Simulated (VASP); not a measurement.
# Ru (Pm-3m) in VASP: further runs

Runs on Ru. Level: BLYP. Tasks: single point, relaxation of cell and atoms.

Program: VASP 6.6.1. These are calculated values, not measurements. Logs are shortened: lines on timing, memory, paths and dates and some standing lists are left out, and cuts for length are marked.

## (1) The cell of the first run

Symmetry: Pm-3m, No. 221, cubic system. The conventional cell has a = 2.620 Å, b = 2.620 Å, c = 2.620 Å, α = 90.00°, β = 90.00°, γ = 90.00°. Ru (site symmetry m-3m) has 6 Ru at 2.62 Å within 3.5 Å.

## (2) Single point, BLYP (volume scaled by 1.08)

File INCAR:

```
  PREC = Accurate
  ENCUT = 520
  EDIFF = 1E-6
  ISMEAR = -1
  SIGMA = 0.1
  LREAL = F
  LASPH = T
  NELM = 80
  ALGO = Normal
  ISIF = 2
  LWAVE = F
  LCHARG = T
  GGA = B5
  ALDAX = 1.0
  AGGAX = 1.0
  AGGAC = 1.0
  ALDAC = 0.0
  LELF = T
  LVHAR = T
  NBANDS = 13
```

File KPOINTS:

```
Automatic mesh
0
Gamma
  14 14 14
```

File POSCAR:

```
Ru
1.0
    2.6203537716      0.0000000000      0.0000000000
    0.0000000000      2.6203537716      0.0000000000
    0.0000000000      0.0000000000      2.6203537716
Ru
1
Direct
    0.0000000000      0.0000000000      0.0000000000
```

Potentials or basis: VASP PAW PBE potentials, release 64 (Ru_pv).

Started as:

```bash
$ cat potpaw_PBE.64/Ru_pv/POTCAR > POTCAR
$ mpirun -np 1 vasp_std > vasp.out
```

OUTCAR:

```text
PREC = Accurate
   ENCUT = 520
   EDIFF = 1E-6
   ISMEAR = -1
   LREAL = F
   LASPH = T
   NELM = 80
   ISIF = 2
   GGA = B5

 ion  position               nearest neighbor table
   1  0.000  0.000  0.000-

  LATTYP: Found a simple cubic cell.
 ALAT       =     2.6203537716

  Lattice vectors:

 A1 = (   2.6203537716,   0.0000000000,   0.0000000000)
 A2 = (   0.0000000000,   2.6203537716,   0.0000000000)
 A3 = (   0.0000000000,   0.0000000000,   2.6203537716)

Analysis of symmetry for initial positions (statically):
=====================================================================
 Subroutine PRICEL returns:
 Original cell was already a primitive cell.

 Routine SETGRP: Setting up the symmetry group for a
 simple cubic supercell.

 Subroutine GETGRP returns: Found 48 space group operations
 (whereof 48 operations were pure point group operations)
 out of a pool of 48 trial point group operations.

The static configuration has the point symmetry O_h .

Analysis of symmetry for dynamics (positions and initial velocities):
=====================================================================
 Subroutine PRICEL returns:
 Original cell was already a primitive cell.

 Routine SETGRP: Setting up the symmetry group for a
 simple cubic supercell.

 Subroutine GETGRP returns: Found 48 space group operations
 (whereof 48 operations were pure point group operations)
 out of a pool of 48 trial point group operations.

The dynamic configuration has the point symmetry O_h .

 Subroutine INISYM returns: Found 48 space group operations
 (whereof 48 operations are pure point group operations),
 and found     1 'primitive' translations

----------------------------------------------------------------------------------------

                                     Primitive cell

  volume of cell :      17.9920

  direct lattice vectors                    reciprocal lattice vectors
     2.620353772  0.000000000  0.000000000     0.381627859  0.000000000  0.000000000
     0.000000000  2.620353772  0.000000000     0.000000000  0.381627859  0.000000000
     0.000000000  0.000000000  2.620353772     0.000000000  0.000000000  0.381627859

  length of vectors
     2.620353772  2.620353772  2.620353772     0.381627859  0.381627859  0.381627859

  position of ions in fractional coordinates (direct lattice)
     0.000000000  0.000000000  0.000000000

  ion indices of the primitive-cell ions
   primitive index   ion index
                 1           1

----------------------------------------------------------------------------------------

 KPOINTS: Automatic mesh

Automatic generation of k-mesh.
 Grid dimensions read from file:
 generate k-points for:   14   14   14

 Generating k-lattice:

  Cartesian coordinates                     Fractional coordinates (reciprocal lattice)
     0.027259133  0.000000000  0.000000000     0.071428571  0.000000000  0.000000000
     0.000000000  0.027259133  0.000000000     0.000000000  0.071428571  0.000000000
     0.000000000  0.000000000  0.027259133     0.000000000  0.000000000  0.071428571

  Length of vectors
     0.027259133  0.027259133  0.027259133

  Shift w.r.t. Gamma in fractional coordinates (k-lattice)
     0.000000000  0.000000000  0.000000000

 Subroutine IBZKPT returns following result:
 ===========================================

 Found    120 irreducible k-points:

 Following reciprocal coordinates:
            Coordinates               Weight
  0.000000  0.000000  0.000000      1.000000
  0.071429  0.000000  0.000000      6.000000
  0.142857  0.000000  0.000000      6.000000
  0.214286  0.000000  0.000000      6.000000
  0.285714  0.000000  0.000000      6.000000
  0.357143  0.000000  0.000000      6.000000
[... 16 lines left out ...]
  0.285714  0.214286  0.000000     24.000000
  0.357143  0.214286  0.000000     24.000000
 [... further k-points ...]
   k-points           NKPTS =    120   k-points in BZ     NKDIM =    120   number of bands    NBANDS=     13
   number of dos      NEDOS =    301   number of ions     NIONS =      1
   total plane-waves  NPLWV =   8000
   dimension x,y,z NGX =    20 NGY =   20 NGZ =   20
   dimension x,y,z NGXF=    40 NGYF=   40 NGZF=   40
   ions per type =               1
   NGX,Y,Z   is equivalent  to a cutoff of  12.69, 12.69, 12.69 a.u.
   NGXF,Y,Z  is equivalent  to a cutoff of  25.38, 25.38, 25.38 a.u.
 SYSTEM =  unknown system
   PREC   = accura    normal or accurate (medium, high low for compatibility)
   ISTART =      0    job   : 0-new  1-cont  2-samecut
   ICHARG =      2    charge: 1-file 2-atom 10-const
   ISPIN  =      1    spin polarized calculation?
   LNONCOLLINEAR =      F non collinear calculations
   LSORBIT =      F    spin-orbit coupling
   LASPH  =      T    aspherical Exc in radial PAW
   ENCUT  =  520.0 eV  38.22 Ry    6.18 a.u.   4.87  4.87  4.87*2*pi/ulx,y,z
   NELM   =     80;   NELMIN=  2; NELMDL= -5     # of ELM steps
   EDIFF  = 0.1E-05   stopping-criterion for ELM
   LREAL  =      F    real-space projection
   EDIFFG = 0.1E-04   stopping-criterion for IOM
   NSW    =      0    number of steps for IOM
   IBRION =     -1    ionic relax: 0-MD 1-quasi-New 2-CG
   NFREE  =      0    steps in history (QN), initial steepest desc. (CG)
   ISIF   =      2    stress and relaxation
   ISYM   =      2    0-nonsym 1-usesym 2-fastsym
   POTIM  = 0.5000    time-step for ionic-motion
   TEBEG  =    0.0;   TEEND  =   0.0 temperature during run
   PSTRESS=    0.0 pullay stress
   NELECT =      14.0000    total number of electrons
   NUPDOWN=      -1.0000    fix difference up-down
   EMIN   =  10.00;   EMAX   =-10.00  energy-range for DOS
   EFERMI =   0.00;   METHOD = LEGACY
   ISMEAR =    -1;   SIGMA  =   0.10  broadening in eV -4-tet -1-fermi 0-gaus
   EFERMI_NEDOS =   21; number of points for ismear=-14 and -15
   IALGO  =     38    algorithm
   IMIX   =      4    mixing-type and parameters
     AMIX     =   0.40;   BMIX     =  1.00
     AMIX_MAG =   1.60;   BMIX_MAG =  1.00
  volume/ion in A,a.u.               =      17.99       121.42
  Fermi-wavevector in a.u.,A,eV,Ry     =   1.505766  2.845486 30.848928  2.267332
  Thomas-Fermi vector in A             =   2.616572
   LORBIT       =      0    0 simple, 1 ext, 2 COOP (PROOUT), +10 PAW based schemes
   GGA     = B5    functional components
   LHFCALC =     F    Hartree Fock is set to
   AEXX    =    0.0000 exact exchange contribution
   IVDW    =     0    specifies the selected vdW correction
   LEPSILON=     F    determine dielectric tensor
   LRPA    =     F    only Hartree local field effects (RPA)
 non-spin polarized calculation
  energy-cutoff  :      520.00
  volume of cell :       17.99
 maximum number of plane-waves:       500
 NGX is ok and might be reduce to    20
   NGX =  9   NGY =  9   NGZ =  9

 number of electron      13.9999988 magnetization

 Free energy of the ion-electron system (eV)
  ---------------------------------------------------
  ext. energy  EPLUGINS =         0.00000000
  ---------------------------------------------------
  free energy    TOTEN  =        -7.02755463 eV

  energy without entropy =       -6.96432885  energy(sigma->0) =       -6.99594174

 E-fermi :   9.0578     XC(G=0): -11.6260

 val. band max:        9.0543951548   @ k =   0.2857   0.0714   0.0714
 cond. band min:       9.0796317499   @ k =   0.2143   0.2143   0.1429
 fundamental gap:      0.0252365951
 Fermi energy:         9.0578232922

 k-point     1 :       0.0000    0.0000    0.0000
  band No.  band energies     occupation
      1     -33.0975      2.00000
      2     -33.0975      2.00000
      3     -33.0975      2.00000
      4       2.8696      2.00000
      5       4.6258      2.00000
      6       4.6258      2.00000
      7      10.3685      0.00000
      8      10.3685      0.00000
      9      10.3685      0.00000
     10      19.8059      0.00000
     11      24.8432      0.00000
     12      24.8432      0.00000
     13      24.8432      0.00000

 k-point     2 :       0.0714    0.0000    0.0000
  band No.  band energies     occupation
      1     -33.1338      2.00000
      2     -33.0945      2.00000
      3     -33.0945      2.00000
      4       3.0081      2.00000
      5       4.6538      2.00000
      6       4.7556      2.00000
      7      10.2413      0.00001
      8      10.2413      0.00001
      9      10.3783      0.00000
     10      19.8056      0.00000
     11      23.9697      0.00000
     12      25.0918      0.00000
     13      25.0918      0.00000

 k-point     3 :       0.1429    0.0000    0.0000
  band No.  band energies     occupation
      1     -33.2348      2.00000
      2     -33.0860      2.00000
      3     -33.0860      2.00000
      4       3.3784      2.00000
      5       4.7335      2.00000
      6       5.1644      2.00000
      7       9.9020      0.00043
      8       9.9020      0.00043
      9      10.4060      0.00000
     10      19.8051      0.00000
     11      22.1670      0.00000
     12      25.7869      0.00000
     13      25.7869      0.00000
[... 305 lines left out ...]
 k-point    23 :       0.2857    0.2143    0.0000
  band No.  band energies     occupation
      1     -33.5060      2.00000
      2     -33.3344      2.00000
      3     -33.0368      2.00000
      4       4.9811      2.00000
      5       5.9082      2.00000
      6       6.9806      2.00000
      7       8.8630      1.75060
      8       9.1077      0.75548
      9       9.6502      0.00533
     10      19.4957      0.00000
     11      19.8108      0.00000
     12      22.7761      0.00000
     13      28.0994      0.00000

 k-point    24 :       0.3571    0.2143    0.0000
  band No.  band energies     occupation
      1     -33.6432      2.00000
      2     -33.3201      2.00000
      3     -33.0246      2.00000
      4       5.2456      2.00000
      5       5.9459      2.00000
      6       7.1496      2.00000
      7       8.7436      1.91717
      8       9.7025      0.00317
      9       9.8549      0.00069
     10      17.7107      0.00000
     11      19.8068      0.00000
     12      23.7172      0.00000
     13      27.4206      0.00000

 [... further k-points ...]

------------------------ aborting loop because EDIFF is reached ----------------------------------------

  FORCE on cell =-STRESS in cart. coord.  units (eV):
  Direction    XX          YY          ZZ          XY          YZ          ZX
  --------------------------------------------------------------------------------------
  -------------------------------------------------------------------------------------
  Total       -1.3034083     -1.3034083     -1.3034083      0.0000000      0.0000000      0.0000000
  in kB     -116.0676708   -116.0676708   -116.0676708      0.0000000      0.0000000      0.0000000
  external PRESSURE =    -116.0676708 kB  Pullay stress =       0.0000000 kB

 VOLUME and BASIS-vectors are now :
 -----------------------------------------------------------------------------
  energy-cutoff  :      520.00
  volume of cell :       17.99
      direct lattice vectors                 reciprocal lattice vectors
     2.620353772  0.000000000  0.000000000     0.381627859  0.000000000  0.000000000
     0.000000000  2.620353772  0.000000000     0.000000000  0.381627859  0.000000000
     0.000000000  0.000000000  2.620353772     0.000000000  0.000000000  0.381627859

 POSITION                                       TOTAL-FORCE (eV/Angst)
 -----------------------------------------------------------------------------------
      0.00000      0.00000      0.00000         0.000000      0.000000      0.000000
 -----------------------------------------------------------------------------------
    total drift:                                0.000000      0.000000      0.000000

  FREE ENERGIE OF THE ION-ELECTRON SYSTEM (eV)
  ---------------------------------------------------
  free  energy   TOTEN  =        -7.0275546317 eV

  energy  without entropy=       -6.9643288512  energy(sigma->0) =       -6.99594174
```

Wall time 16 s (1 thread of Intel Xeon 6975P-C, shared host); peak memory 0.14 GiB.

What came out:

```
Free energy            : -7.0276 eV
Pressure               : -11.6 GPa
Band gap on the k mesh : zero (band 7 reaches 12.08 eV, above the bottom of band 8 at 8.41 eV)
```

Caveat: the PAW data sets were made with another functional, which shifts forces and pressure a little.

(Part 1 of 3 ends here.)
